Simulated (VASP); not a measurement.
# ScF3 (P4/mmm) in VASP: a series of runs

The runs below take ScF3 through single point, with LDA.

All numbers are computed with VASP 6.6.1; they aren't measurements. Logs are shortened: lines on timing, memory, paths and dates and some standing lists are left out, and cuts for length are marked.

## 1. The cell of the first run

Symmetry: P4/mmm, No. 123, tetragonal system. The conventional cell has a = 3.932 Å, b = 3.932 Å, c = 4.012 Å, α = 90.00°, β = 90.00°, γ = 90.00°. Sc (site symmetry 4/mmm) has 6 F at 1.97 to 2.01 Å within 2.6 Å. F (site symmetry mmm) has 2 Sc at 1.97 Å within 2.6 Å. F (site symmetry 4/mmm) has 2 Sc at 2.01 Å within 2.7 Å.

## 2. Single point, LDA (equal xx and yy strain of -2 %)

Contents of INCAR:

```
PREC = Accurate
ENCUT = 520
EDIFF = 1E-7
ISMEAR = -1
SIGMA = 0.02
LREAL = F
LASPH = T
NELM = 100
ALGO = Normal
ISIF = 2
LWAVE = F
LCHARG = F
GGA = CA
NBANDS = 24
```

Contents of KPOINTS:

```
Automatic mesh
0
Gamma
  6 6 6
```

Contents of POSCAR:

```
ScF3
1.0
    3.9322010000      0.0000000000      0.0000000000
    0.0000000000      3.9322010000      0.0000000000
    0.0000000000      0.0000000000      4.0124500000
Sc F
1 3
Direct
    0.0000000000      0.0000000000      0.0000000000
    0.5000000000      0.0000000000      0.0000000000
    0.0000000000      0.5000000000      0.0000000000
    0.0000000000      0.0000000000      0.5000000000
```

Potentials or basis: VASP PAW LDA potentials, release 64 (Sc_sv, F).

Command:

```bash
cat potpaw_LDA.64/Sc_sv/POTCAR potpaw_LDA.64/F/POTCAR > POTCAR
mpirun -np 1 vasp_std > vasp.out
```

OUTCAR:

```text
PREC = Accurate
   ENCUT = 520
   EDIFF = 1E-7
   ISMEAR = -1
   LREAL = F
   LASPH = T
   NELM = 100
   ISIF = 2
   GGA = CA

 ion  position               nearest neighbor table
   1  0.000  0.000  0.000-   2 1.97   3 1.97   3 1.97   2 1.97   4 2.01   4 2.01
   2  0.500  0.000  0.000-   1 1.97   1 1.97
   3  0.000  0.500  0.000-   1 1.97   1 1.97
   4  0.000  0.000  0.500-   1 2.01   1 2.01

  LATTYP: Found a simple tetragonal cell.
 ALAT       =     3.9322010000
 C/A-ratio  =     1.0204081633

  Lattice vectors:

 A1 = (   3.9322010000,   0.0000000000,   0.0000000000)
 A2 = (   0.0000000000,   3.9322010000,   0.0000000000)
 A3 = (   0.0000000000,   0.0000000000,   4.0124500000)

Analysis of symmetry for initial positions (statically):
=====================================================================
 Subroutine PRICEL returns:
 Original cell was already a primitive cell.

 Routine SETGRP: Setting up the symmetry group for a
 simple tetragonal supercell.

 Subroutine GETGRP returns: Found 16 space group operations
 (whereof 16 operations were pure point group operations)
 out of a pool of 16 trial point group operations.

The static configuration has the point symmetry D_4h.

Analysis of symmetry for dynamics (positions and initial velocities):
=====================================================================
 Subroutine PRICEL returns:
 Original cell was already a primitive cell.

 Routine SETGRP: Setting up the symmetry group for a
 simple tetragonal supercell.

 Subroutine GETGRP returns: Found 16 space group operations
 (whereof 16 operations were pure point group operations)
 out of a pool of 16 trial point group operations.

The dynamic configuration has the point symmetry D_4h.

 Subroutine INISYM returns: Found 16 space group operations
 (whereof 16 operations are pure point group operations),
 and found     1 'primitive' translations

----------------------------------------------------------------------------------------

                                     Primitive cell

  volume of cell :      62.0413

  direct lattice vectors                    reciprocal lattice vectors
     3.932201000  0.000000000  0.000000000     0.254310499  0.000000000  0.000000000
     0.000000000  3.932201000  0.000000000     0.000000000  0.254310499  0.000000000
[... 87 lines left out ...]
   ENCUT  =  520.0 eV  38.22 Ry    6.18 a.u.   7.31  7.31  7.46*2*pi/ulx,y,z
   NELM   =    100;   NELMIN=  2; NELMDL= -5     # of ELM steps
   EDIFF  = 0.1E-06   stopping-criterion for ELM
   LREAL  =      F    real-space projection
   EDIFFG = 0.1E-05   stopping-criterion for IOM
   NSW    =      0    number of steps for IOM
   IBRION =     -1    ionic relax: 0-MD 1-quasi-New 2-CG
   NFREE  =      0    steps in history (QN), initial steepest desc. (CG)
   ISIF   =      2    stress and relaxation
   ISYM   =      2    0-nonsym 1-usesym 2-fastsym
   POTIM  = 0.5000    time-step for ionic-motion
   TEBEG  =    0.0;   TEEND  =   0.0 temperature during run
   PSTRESS=    0.0 pullay stress
   NELECT =      32.0000    total number of electrons
   NUPDOWN=      -1.0000    fix difference up-down
   EMIN   =  10.00;   EMAX   =-10.00  energy-range for DOS
   EFERMI =   0.00;   METHOD = LEGACY
   ISMEAR =    -1;   SIGMA  =   0.02  broadening in eV -4-tet -1-fermi 0-gaus
   EFERMI_NEDOS =   21; number of points for ismear=-14 and -15
   IALGO  =     38    algorithm
   IMIX   =      4    mixing-type and parameters
     AMIX     =   0.40;   BMIX     =  1.00
     AMIX_MAG =   1.60;   BMIX_MAG =  1.00
  volume/ion in A,a.u.               =      15.51       104.67
  Fermi-wavevector in a.u.,A,eV,Ry     =   1.312898  2.481018 23.452395  1.723702
  Thomas-Fermi vector in A             =   2.443259
   LORBIT       =      0    0 simple, 1 ext, 2 COOP (PROOUT), +10 PAW based schemes
   GGA     = CA    functional components
   LHFCALC =     F    Hartree Fock is set to
   AEXX    =    0.0000 exact exchange contribution
   IVDW    =     0    specifies the selected vdW correction
   LEPSILON=     F    determine dielectric tensor
   LRPA    =     F    only Hartree local field effects (RPA)
 non-spin polarized calculation
  energy-cutoff  :      520.00
  volume of cell :       62.04
 maximum number of plane-waves:      1694
 NGX is ok and might be reduce to    30
   NGX = 15   NGY = 15   NGZ = 15

 number of electron      31.9999975 magnetization

 Free energy of the ion-electron system (eV)
  ---------------------------------------------------
  ext. energy  EPLUGINS =         0.00000000
  ---------------------------------------------------
  free energy    TOTEN  =       -29.56379037 eV

  energy without entropy =      -29.56379037  energy(sigma->0) =      -29.56379037

 E-fermi :  -3.0967     XC(G=0):  -9.0546

 val. band max:       -3.6364788438   @ k =   0.5000   0.5000   0.5000
 cond. band min:       2.7042220993   @ k =   0.0000   0.0000   0.0000
 fundamental gap:      6.3407009431
 Fermi energy:        -3.0966777277

 k-point     1 :       0.0000    0.0000    0.0000
  band No.  band energies     occupation
      1     -48.6813      2.00000
      2     -27.7811      2.00000
      3     -27.7811      2.00000
      4     -27.7202      2.00000
      5     -23.4643      2.00000
      6     -23.2322      2.00000
[... 637 lines left out ...]
     23       8.7984      0.00000
     24      10.3995      0.00000

 [... further k-points ...]

------------------------ aborting loop because EDIFF is reached ----------------------------------------

  FORCE on cell =-STRESS in cart. coord.  units (eV):
  Direction    XX          YY          ZZ          XY          YZ          ZX
  --------------------------------------------------------------------------------------
  -------------------------------------------------------------------------------------
  Total        1.5119500      1.5119500     -0.6268522      0.0000000      0.0000000      0.0000000
  in kB       39.0451382     39.0451382    -16.1880543      0.0000000      0.0000000      0.0000000
  external PRESSURE =      20.6340740 kB  Pullay stress =       0.0000000 kB

 VOLUME and BASIS-vectors are now :
 -----------------------------------------------------------------------------
  energy-cutoff  :      520.00
  volume of cell :       62.04
      direct lattice vectors                 reciprocal lattice vectors
     3.932201000  0.000000000  0.000000000     0.254310499  0.000000000  0.000000000
     0.000000000  3.932201000  0.000000000     0.000000000  0.254310499  0.000000000
     0.000000000  0.000000000  4.012450000     0.000000000  0.000000000  0.249224289

 POSITION                                       TOTAL-FORCE (eV/Angst)
 -----------------------------------------------------------------------------------
      0.00000      0.00000      0.00000         0.000000      0.000000      0.000000
      1.96610      0.00000      0.00000         0.000000      0.000000      0.000000
      0.00000      1.96610      0.00000         0.000000      0.000000      0.000000
      0.00000      0.00000      2.00623         0.000000      0.000000      0.000000
 -----------------------------------------------------------------------------------
    total drift:                                0.000000      0.000000      0.000000

  FREE ENERGIE OF THE ION-ELECTRON SYSTEM (eV)
  ---------------------------------------------------
  free  energy   TOTEN  =       -29.5637903743 eV

  energy  without entropy=      -29.5637903743  energy(sigma->0) =      -29.56379037
```

OSZICAR:

```text
N       E                     dE             d eps       ncg     rms          rms(c)
DAV:   1     0.394721810086E+03    0.39472E+03   -0.15448E+04  1944   0.140E+03
DAV:   2     0.239023421756E+01   -0.39233E+03   -0.36316E+03  2440   0.430E+02
DAV:   3    -0.331614942235E+02   -0.35552E+02   -0.35167E+02  2784   0.153E+02
DAV:   4    -0.338795747261E+02   -0.71808E+00   -0.71769E+00  2256   0.210E+01
DAV:   5    -0.339066975610E+02   -0.27123E-01   -0.27115E-01  2704   0.393E+00    0.175E+01
DAV:   6    -0.297134757256E+02    0.41932E+01   -0.11990E+01  2880   0.479E+01    0.811E+00
DAV:   7    -0.296216877003E+02    0.91788E-01   -0.77213E-01  2328   0.637E+00    0.465E+00
DAV:   8    -0.295719046280E+02    0.49783E-01   -0.24183E-01  2936   0.521E+00    0.814E-01
DAV:   9    -0.295727044559E+02   -0.79983E-03   -0.15170E-01  2656   0.277E+00    0.982E-01
DAV:  10    -0.295637523907E+02    0.89521E-02   -0.44904E-02  2704   0.190E+00    0.111E-01
DAV:  11    -0.295637680081E+02   -0.15617E-04   -0.11728E-03  2720   0.534E-01    0.631E-02
DAV:  12    -0.295637881879E+02   -0.20180E-04   -0.75613E-05  2680   0.143E-01    0.116E-02
DAV:  13    -0.295637910098E+02   -0.28219E-05   -0.92809E-06  2832   0.339E-02    0.874E-03
DAV:  14    -0.295637904204E+02    0.58939E-06   -0.30711E-06  2672   0.168E-02    0.196E-03
DAV:  15    -0.295637903743E+02    0.46140E-07   -0.39776E-07  2392   0.707E-03
   1 F= -.29563790E+02 E0= -.29563790E+02  d E =-.103707E-12
```

It took 46 s on 1 thread of AMD EPYC 9R45 (Zen 5), shared host; peak memory 0.14 GiB.

What came out:

```yaml
Free_energy: -29.5638 eV
Pressure: 2.1 GPa
Band_gap_on_the_k_mesh: 6.34 eV, indirect (least direct gap 6.83 eV)
```

Stress tensor (GPa, compression positive):
```
 3.90  0.00  0.00
 0.00  3.90  0.00
 0.00  0.00 -1.62
```

Caveat: the cell differs from its parent crystal (equal xx and yy strain of -2 %).

## 3. Single point, LDA (equal xx and yy strain of -1 %)

Contents of INCAR:

```
ALGO     = Normal         # electronic algorithm
EDIFF    = 1E-7           # SCF threshold, eV
ENCUT    = 520            # plane-wave cutoff, eV
GGA      = CA             # functional
ISIF     = 2              # what is computed and relaxed
ISMEAR   = -1             # smearing method
LASPH    = T              # aspherical terms in the spheres
LCHARG   = F              # write CHGCAR
LREAL    = F              # projectors in reciprocal space
LWAVE    = F              # write WAVECAR
NBANDS   = 24             # bands
NELM     = 80             # most SCF steps
PREC     = Accurate       # precision mode
SIGMA    = 0.02           # smearing width, eV
```

Contents of KPOINTS:

```
k-points
0
Gamma
  6 6 6
```

Edit POSCAR of step 2 so:

```diff
@@ -2,4 +2,4 @@
 1.0
-    3.9322010000      0.0000000000      0.0000000000
-    0.0000000000      3.9322010000      0.0000000000
+    3.9723255000      0.0000000000      0.0000000000
+    0.0000000000      3.9723255000      0.0000000000
     0.0000000000      0.0000000000      4.0124500000
```

Potentials or basis: VASP PAW LDA potentials, release 64 (Sc_sv, F).

Command:

```bash
cat potpaw_LDA.64/Sc_sv/POTCAR potpaw_LDA.64/F/POTCAR > POTCAR
mpirun -np 1 vasp_std > vasp.out
```

Run time: 44 s. Hardware: 1 thread of AMD EPYC 9R45 (Zen 5), shared host; peak memory 0.14 GiB.

Results (log left out):

- Free energy: -29.5839 eV
- Pressure: -0.3 GPa
- Band gap on the k mesh: 6.26 eV, indirect (least direct gap 6.78 eV)

Stress tensor (GPa, compression positive):
```
 0.60  0.00  0.00
 0.00  0.60  0.00
 0.00  0.00 -1.98
```

Levels at points of the mesh, in eV from the valence-band top:
```csv
k point,band 14,band 15,band 16,band 17,band 18,band 19
"(0.00, 0.00, 0.00)",-0.55,-0.52,-0.52,6.26,6.27,6.27
"(0.50, 0.00, 0.00)",-0.73,-0.58,-0.51,6.31,7.24,7.25
"(0.50, 0.50, 0.00)",-0.92,-0.92,-0.06,7.29,7.29,7.97
"(0.00, 0.00, 0.50)",-0.79,-0.61,-0.61,6.30,7.19,7.19
"(0.50, 0.00, 0.50)",-1.06,-1.05,-0.01,7.23,7.28,7.93
"(0.50, 0.50, 0.50)",-0.05,0.00,0.00,7.98,7.98,8.02
```

Caveat: the cell differs from its parent crystal (equal xx and yy strain of -1 %). A k mesh can miss the band edges.

(Part 1 of 3 ends here.)
